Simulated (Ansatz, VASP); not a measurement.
Ti: VASP beside Ansatz

Contents of INCAR:

```
SYSTEM = Ti
AGGAC = 1.0 ; AGGAX = 1.0
ALDAC = 0.0 ; ALDAX = 1.0
ALGO = Normal ; EDIFF = 1E-6
ENCUT = 500 ; GGA = B5
GGA_COMPAT = .FALSE. ; ISIF = 2
ISMEAR = 0 ; LASPH = .TRUE.
LCHARG = .FALSE. ; LREAL = .FALSE.
LWAVE = .FALSE. ; NBANDS = 12
NELM = 120 ; PREC = Accurate
SIGMA = 0.1
```

File KPOINTS:

```
k-points
0
G
  6 6 6
  0 0 0
```

Contents of POSCAR:

```
Ti
1.0
    0.0000000000      2.0300000000      2.0300000000
    2.0300000000      0.0000000000      2.0300000000
    2.0300000000      2.0300000000      0.0000000000
Ti
1
Direct
    0.0000000000      0.0000000000      0.0000000000
```

Input for Ansatz:

```yaml
crystal:
  lattice:
    - [0.0, 2.03, 2.03]
    - [2.03, 0.0, 2.03]
    - [2.03, 2.03, 0.0]
  atoms:
    - { symbol: Ti, position: [0.0, 0.0, 0.0] }
basis:
  ecutwfc: 420
kpoints:
  mp_grid: { grid: [6, 6, 6] }
hamiltonian:
  xc: blyp
scf:
  occupations: { method: gaussian, width: 0.1 }
output:
  forces: true
  stress: true
  eigenvalues: true
```

Alike in both runs: task single point; functional BLYP; k mesh 6 × 6 × 6; occupations gaussian, width 0.1 eV; no spin polarisation.

|  | VASP | Ansatz |
| --- | --- | --- |
| version | VASP 6.6.1 | Ansatz 0.2.0 |
| potentials or method | VASP PAW PBE potentials, release 64 (Ti_sv), cutoff 500 eV | scalar-relativistic, plane waves, PAW |
| valence electrons in the cell | 12 | 12 |

|  | VASP | Ansatz | Ansatz less VASP |
| --- | --- | --- | --- |
| gap on the k mesh at the Fermi level (eV) | none | none | - |
| pressure (GPa) | 7.5 | 7.6 | +0.08 |

VASP's potentials were made for PBE, not for BLYP. A gap of «none» marks a metal or a gap that the smearing closes.

The k mesh is coarse, so the values compare programs but aren't converged.
